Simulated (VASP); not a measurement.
# CO2 (P4_2/mnm) in VASP: a series of runs

CO2 is run at these levels: PBE; tasks: single point, relaxation of shape and atoms at fixed volume.

Everything below comes from runs of VASP 6.6.1. Logs are shortened: lines on timing, memory, paths and dates and some standing lists are left out, and cuts for length are marked.

**1. The cell of the first run**

It takes space group P4_2/mnm (No. 136, tetragonal). The conventional cell has a = 3.535 Å, b = 3.535 Å, c = 4.060 Å, α = 90.00°, β = 90.00°, γ = 90.00°. C (site symmetry mmm) has 2 O at 1.16 Å within 1.6 Å. Within 1.6 Å of O (site symmetry m2m) lie 1 C at 1.16 Å.

**2. Single point, PBE**

The input, INCAR:

```
  ALGO = Normal
  EDIFF = 1E-6
  ENCUT = 520
  GGA = PE
  ISIF = 2
  ISMEAR = 0
  LASPH = T
  LCHARG = F
  LREAL = F
  LWAVE = F
  NBANDS = 25
  NELM = 100
  PREC = Accurate
  SIGMA = 0.05
```

The input, KPOINTS:

```
k-points
0
Gamma
  6 6 6
```

The input, POSCAR:

```
CO2
1.0
    3.5353358103      0.0000000000      0.0000000000
    0.0000000000      3.5353358103      0.0000000000
    0.0000000000      0.0000000000      4.0597589232
C O
2 4
Direct
    0.0000000000      0.0000000000      0.0000000000
    0.5000000000      0.5000000000      0.5000000000
    0.2316650310      0.2316650310      0.0000000000
    0.2683349690      0.7316650310      0.5000000000
    0.7683349690      0.7683349690      0.0000000000
    0.7316650310      0.2683349690      0.5000000000
```

Potentials or basis: VASP PAW PBE potentials, release 64 (C, O).

On the command line:

```
cat potpaw_PBE.64/C/POTCAR potpaw_PBE.64/O/POTCAR > POTCAR
mpirun -np 1 vasp_std > vasp.out
```

OUTCAR:

```text
EDIFF = 1E-6
   ENCUT = 520
   GGA = PE
   ISIF = 2
   ISMEAR = 0
   LASPH = T
   LREAL = F
   NELM = 100
   PREC = Accurate

 ion  position               nearest neighbor table
   1  0.000  0.000  0.000-   3 1.16   5 1.16
   2  0.500  0.500  0.500-   4 1.16   6 1.16
   3  0.232  0.232  0.000-   1 1.16
   4  0.268  0.732  0.500-   2 1.16
   5  0.768  0.768  0.000-   1 1.16
   6  0.732  0.268  0.500-   2 1.16

  LATTYP: Found a simple tetragonal cell.
 ALAT       =     3.5353358103
 C/A-ratio  =     1.1483375671

  Lattice vectors:

 A1 = (   3.5353358103,   0.0000000000,   0.0000000000)
 A2 = (   0.0000000000,   3.5353358103,   0.0000000000)
 A3 = (   0.0000000000,   0.0000000000,   4.0597589232)

Analysis of symmetry for initial positions (statically):
=====================================================================
 Subroutine PRICEL returns:
 Original cell was already a primitive cell.

 Routine SETGRP: Setting up the symmetry group for a
 simple tetragonal supercell.

 Subroutine GETGRP returns: Found 16 space group operations
 (whereof  8 operations were pure point group operations)
 out of a pool of 16 trial point group operations.

The static configuration has the point symmetry D_2h.
 The point group associated with its full space group is D_4h.

Analysis of symmetry for dynamics (positions and initial velocities):
=====================================================================
 Subroutine PRICEL returns:
 Original cell was already a primitive cell.

 Routine SETGRP: Setting up the symmetry group for a
 simple tetragonal supercell.

 Subroutine GETGRP returns: Found 16 space group operations
 (whereof  8 operations were pure point group operations)
 out of a pool of 16 trial point group operations.

The dynamic configuration has the point symmetry D_2h.
 The point group associated with its full space group is D_4h.

 Subroutine INISYM returns: Found 16 space group operations
 (whereof  8 operations are pure point group operations),
 and found     1 'primitive' translations

----------------------------------------------------------------------------------------

                                     Primitive cell

  volume of cell :      50.7413

  direct lattice vectors                    reciprocal lattice vectors
     3.535335810  0.000000000  0.000000000     0.282858561  0.000000000  0.000000000
     0.000000000  3.535335810  0.000000000     0.000000000  0.282858561  0.000000000
     0.000000000  0.000000000  4.059758923     0.000000000  0.000000000  0.246320045

  length of vectors
     3.535335810  3.535335810  4.059758923     0.282858561  0.282858561  0.246320045

  position of ions in fractional coordinates (direct lattice)
     0.000000000  0.000000000  0.000000000
     0.500000000  0.500000000  0.500000000
     0.231665031  0.231665031  0.000000000
     0.268334969  0.731665031  0.500000000
     0.768334969  0.768334969  0.000000000
     0.731665031  0.268334969  0.500000000

  ion indices of the primitive-cell ions
   primitive index   ion index
                 1           1
                 2           2
                 3           3
                 4           4
                 5           5
                 6           6

----------------------------------------------------------------------------------------

 KPOINTS: k-points

Automatic generation of k-mesh.
 Grid dimensions read from file:
 generate k-points for:    6    6    6

 Generating k-lattice:

  Cartesian coordinates                     Fractional coordinates (reciprocal lattice)
     0.047143094  0.000000000  0.000000000     0.166666667  0.000000000  0.000000000
     0.000000000  0.047143094  0.000000000     0.000000000  0.166666667  0.000000000
     0.000000000  0.000000000  0.041053341     0.000000000  0.000000000  0.166666667

  Length of vectors
     0.047143094  0.047143094  0.041053341

  Shift w.r.t. Gamma in fractional coordinates (k-lattice)
     0.000000000  0.000000000  0.000000000

 Subroutine IBZKPT returns following result:
 ===========================================

 Found     40 irreducible k-points:

 Following reciprocal coordinates:
            Coordinates               Weight
  0.000000  0.000000  0.000000      1.000000
  0.166667  0.000000  0.000000      4.000000
  0.333333  0.000000  0.000000      4.000000
  0.500000  0.000000  0.000000      2.000000
  0.166667  0.166667  0.000000      4.000000
  0.333333  0.166667  0.000000      8.000000
[... 16 lines left out ...]
  0.333333  0.000000  0.333333      8.000000
  0.500000  0.000000  0.333333      4.000000
 [... further k-points ...]
   k-points           NKPTS =     40   k-points in BZ     NKDIM =     40   number of bands    NBANDS=     25
   number of dos      NEDOS =    301   number of ions     NIONS =      6
   total plane-waves  NPLWV =  23520
   dimension x,y,z NGX =    28 NGY =   28 NGZ =   30
   dimension x,y,z NGXF=    56 NGYF=   56 NGZF=   60
   ions per type =               2   4
   NGX,Y,Z   is equivalent  to a cutoff of  13.17, 13.17, 12.28 a.u.
   NGXF,Y,Z  is equivalent  to a cutoff of  26.33, 26.33, 24.57 a.u.
 SYSTEM =  unknown system
   PREC   = accura    normal or accurate (medium, high low for compatibility)
   ISTART =      0    job   : 0-new  1-cont  2-samecut
   ICHARG =      2    charge: 1-file 2-atom 10-const
   ISPIN  =      1    spin polarized calculation?
   LNONCOLLINEAR =      F non collinear calculations
   LSORBIT =      F    spin-orbit coupling
   LASPH  =      T    aspherical Exc in radial PAW
   ENCUT  =  520.0 eV  38.22 Ry    6.18 a.u.   6.57  6.57  7.55*2*pi/ulx,y,z
   NELM   =    100;   NELMIN=  2; NELMDL= -5     # of ELM steps
   EDIFF  = 0.1E-05   stopping-criterion for ELM
   LREAL  =      F    real-space projection
   EDIFFG = 0.1E-04   stopping-criterion for IOM
   NSW    =      0    number of steps for IOM
   IBRION =     -1    ionic relax: 0-MD 1-quasi-New 2-CG
   NFREE  =      0    steps in history (QN), initial steepest desc. (CG)
   ISIF   =      2    stress and relaxation
   ISYM   =      2    0-nonsym 1-usesym 2-fastsym
   POTIM  = 0.5000    time-step for ionic-motion
   TEBEG  =    0.0;   TEEND  =   0.0 temperature during run
   PSTRESS=    0.0 pullay stress
   NELECT =      32.0000    total number of electrons
   NUPDOWN=      -1.0000    fix difference up-down
   EMIN   =  10.00;   EMAX   =-10.00  energy-range for DOS
   EFERMI =   0.00;   METHOD = LEGACY
   ISMEAR =     0;   SIGMA  =   0.05  broadening in eV -4-tet -1-fermi 0-gaus
   EFERMI_NEDOS =   21; number of points for ismear=-14 and -15
   IALGO  =     38    algorithm
   IMIX   =      4    mixing-type and parameters
     AMIX     =   0.40;   BMIX     =  1.00
     AMIX_MAG =   1.60;   BMIX_MAG =  1.00
  volume/ion in A,a.u.               =       8.46        57.07
  Fermi-wavevector in a.u.,A,eV,Ry     =   1.403905  2.652995 26.816381  1.970948
  Thomas-Fermi vector in A             =   2.526520
   LORBIT       =      0    0 simple, 1 ext, 2 COOP (PROOUT), +10 PAW based schemes
   GGA     = PE    functional components
   LHFCALC =     F    Hartree Fock is set to
   AEXX    =    0.0000 exact exchange contribution
   IVDW    =     0    specifies the selected vdW correction
   LEPSILON=     F    determine dielectric tensor
   LRPA    =     F    only Hartree local field effects (RPA)
 non-spin polarized calculation
 Gauss-broadening in eV      SIGMA  =   0.05
  energy-cutoff  :      520.00
  volume of cell :       50.74
 maximum number of plane-waves:      1384
 NGX is ok and might be reduce to    28
   NGX = 13   NGY = 13   NGZ = 15

 number of electron      31.9999997 magnetization

 Free energy of the ion-electron system (eV)
  ---------------------------------------------------
  ext. energy  EPLUGINS =         0.00000000
  ---------------------------------------------------
  free energy    TOTEN  =       -43.91145140 eV

  energy without entropy =      -43.91145140  energy(sigma->0) =      -43.91145140

 E-fermi :   1.7279     XC(G=0): -10.8313

 val. band max:        1.4818366977   @ k =   0.5000   0.5000   0.5000
 cond. band min:       7.0485499799   @ k =   0.0000   0.0000   0.0000
 fundamental gap:      5.5667132822
 Fermi energy:         1.7278546895

 k-point     1 :       0.0000    0.0000    0.0000
  band No.  band energies     occupation
      1     -21.2888      2.00000
      2     -19.9010      2.00000
      3     -19.0914      2.00000
      4     -19.0914      2.00000
      5      -6.0727      2.00000
      6      -5.9828      2.00000
[... 17 lines left out ...]
     24      18.4053      0.00000
     25      19.2066      0.00000

 k-point     2 :       0.1667    0.0000    0.0000
  band No.  band energies     occupation
      1     -21.1792      2.00000
      2     -19.9297      2.00000
      3     -19.1584      2.00000
      4     -19.1089      2.00000
      5      -5.9378      2.00000
      6      -5.7794      2.00000
[... 17 lines left out ...]
     24      18.0697      0.00000
     25      19.2503      0.00000

 k-point     3 :       0.3333    0.0000    0.0000
  band No.  band energies     occupation
      1     -20.8771      2.00000
      2     -20.0998      2.00000
      3     -19.2457      2.00000
      4     -19.1591      2.00000
      5      -5.5362      2.00000
      6      -5.1900      2.00000
[... 552 lines left out ...]
 k-point    23 :       0.3333    0.0000    0.3333
  band No.  band energies     occupation
      1     -20.6417      2.00000
      2     -20.2244      2.00000
      3     -19.3034      2.00000
      4     -19.2300      2.00000
      5      -6.2216      2.00000
      6      -5.8235      2.00000
[... 17 lines left out ...]
     24      18.8002      0.00000
     25      19.5772      0.00000

 k-point    24 :       0.5000    0.0000    0.3333
  band No.  band energies     occupation
      1     -20.3627      2.00000
      2     -20.3627      2.00000
      3     -19.3332      2.00000
      4     -19.3332      2.00000
      5      -6.0367      2.00000
      6      -6.0367      2.00000
[... 17 lines left out ...]
     24      18.3736      0.00000
     25      19.0871      0.00000

 [... further k-points ...]

------------------------ aborting loop because EDIFF is reached ----------------------------------------

  FORCE on cell =-STRESS in cart. coord.  units (eV):
  Direction    XX          YY          ZZ          XY          YZ          ZX
  --------------------------------------------------------------------------------------
  -------------------------------------------------------------------------------------
  Total       10.5597272     10.5597272      8.9088860     -0.0000000      0.0000000      0.0000000
  in kB      333.4277120    333.4277120    281.3017231     -0.0000000      0.0000000      0.0000000
  external PRESSURE =     316.0523824 kB  Pullay stress =       0.0000000 kB

 VOLUME and BASIS-vectors are now :
 -----------------------------------------------------------------------------
  energy-cutoff  :      520.00
  volume of cell :       50.74
      direct lattice vectors                 reciprocal lattice vectors
     3.535335810  0.000000000  0.000000000     0.282858561  0.000000000  0.000000000
     0.000000000  3.535335810  0.000000000     0.000000000  0.282858561  0.000000000
     0.000000000  0.000000000  4.059758923     0.000000000  0.000000000  0.246320045

 POSITION                                       TOTAL-FORCE (eV/Angst)
 -----------------------------------------------------------------------------------
      0.00000      0.00000      0.00000         0.000000      0.000000      0.000000
      1.76767      1.76767      2.02988         0.000000      0.000000      0.000000
      0.81901      0.81901      0.00000         0.485149      0.485149      0.000000
      0.94865      2.58668      2.02988        -0.485149      0.485149      0.000000
      2.71632      2.71632      0.00000        -0.485149     -0.485149     -0.000000
      2.58668      0.94865      2.02988         0.485149     -0.485149     -0.000000
 -----------------------------------------------------------------------------------
    total drift:                                0.000000      0.000000      0.000000

  FREE ENERGIE OF THE ION-ELECTRON SYSTEM (eV)
  ---------------------------------------------------
  free  energy   TOTEN  =       -43.9114513951 eV

  energy  without entropy=      -43.9114513951  energy(sigma->0) =      -43.91145140
```

It took 75 s on 1 thread of Intel Xeon 8259CL, shared host; peak memory 0.17 GiB.

Results:

```yaml
Free_energy: -43.9115 eV
Pressure: 31.6 GPa
Largest_force: 0.686 eV/Å
Band_gap_on_the_k_mesh: 5.57 eV (least direct gap 6.35 eV)
```

Forces on the atoms (eV/Å):
```
C    0.000  0.000  0.000
C    0.000  0.000  0.000
O    0.485  0.485  0.000
O   -0.485  0.485  0.000
O   -0.485 -0.485  0.000
O    0.485 -0.485  0.000
```

Stress tensor (GPa, compression positive):
```
33.34  0.00  0.00
 0.00 33.34  0.00
 0.00  0.00 28.13
```

Levels at points of the mesh, in eV from the valence-band top:
```tsv
k point	band 12	band 13	band 14	band 15	band 16	band 17	band 18	band 19	band 20	band 21
(0.00, 0.00, 0.00)	-3.46	-3.19	-1.83	-1.41	-1.41	5.57	6.34	6.34	7.11	9.70
(0.50, 0.00, 0.00)	-4.16	-1.69	-1.69	-1.17	-1.17	7.38	7.38	7.49	7.49	10.56
(0.50, 0.50, 0.00)	-4.53	-2.06	-2.06	-0.01	-0.01	7.71	7.71	8.05	8.05	11.28
(0.00, 0.00, 0.50)	-4.25	-2.91	-2.91	-1.29	-1.29	6.90	6.90	7.21	7.21	9.62
(0.50, 0.00, 0.50)	-3.68	-2.67	-2.67	-0.85	-0.85	7.00	7.00	8.20	8.20	10.91
(0.50, 0.50, 0.50)	-3.77	-1.16	-1.16	0.00	0.00	6.35	6.35	8.04	8.04	12.50
```

Caveat: the cell stands under pressure; this functional lacks dispersion, which holds the molecules together, so the pressure and a relaxed volume are unreliable.

[end of part 1 of 2]
